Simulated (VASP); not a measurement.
Set up this calculation in VASP 6.6.1, as the native input.

```yaml
Task: single point
Functional: revPBE
Potentials_or_basis: VASP PAW PBE potentials, release 64 (F)
Cutoff: 520 eV
k_mesh: 1 × 1 × 1
Occupations: fermi-dirac, width 0.01 eV
Spin: collinear spin
Starting_moments: "[1.0] μB"
Dipole_correction: no
Further_INCAR_settings: ALGO = Normal; EDIFF = 1e-06; NBANDS = 14; ISYM = 0
```

The structure of F lies in POSCAR:

```
F
1.0
   14.0000000000      0.0000000000      0.0000000000
    0.0000000000     14.4000000000      0.0000000000
    0.0000000000      0.0000000000     14.8000000000
F
1
Direct
    0.5000000000      0.5000000000      0.5000000000
```

These files were run (other wordings do the same):

INCAR

```
PREC = Accurate ; ENCUT = 520
EDIFF = 1E-6 ; ISMEAR = -1
SIGMA = 0.01 ; LREAL = False
LASPH = True ; NELM = 150
ALGO = Normal ; ISIF = 2
LWAVE = False ; LCHARG = True
ISPIN = 2 ; MAGMOM = 1
LORBIT = 11 ; GGA = RE
LELF = True ; LVHAR = True
ISYM = 0 ; NBANDS = 14
```

KPOINTS

```
regular mesh
0
Gamma
  1 1 1
```

Potentials or basis: VASP PAW PBE potentials, release 64 (F).

Run with:

```sh
$ cat potpaw_PBE.64/F/POTCAR > POTCAR
$ mpirun -np 1 vasp_gam > vasp.out
```

Results of the run:

```json
{
 "Pressure": "0.0 GPa",
 "Band gap on the k mesh": "zero (filled and empty bands touch)",
 "Net moment": "1.00 μB per cell",
 "Site moments": "F +0.85 μB",
 "Valence electrons inside the program's atomic spheres": "F 5.76"
}
```

Caveat: the PAW data sets were made with another functional, which shifts forces and pressure a little.

Run time: 17 min on 1 thread of Intel Xeon 8259CL, on a shared host, peak memory 2.8 GiB.
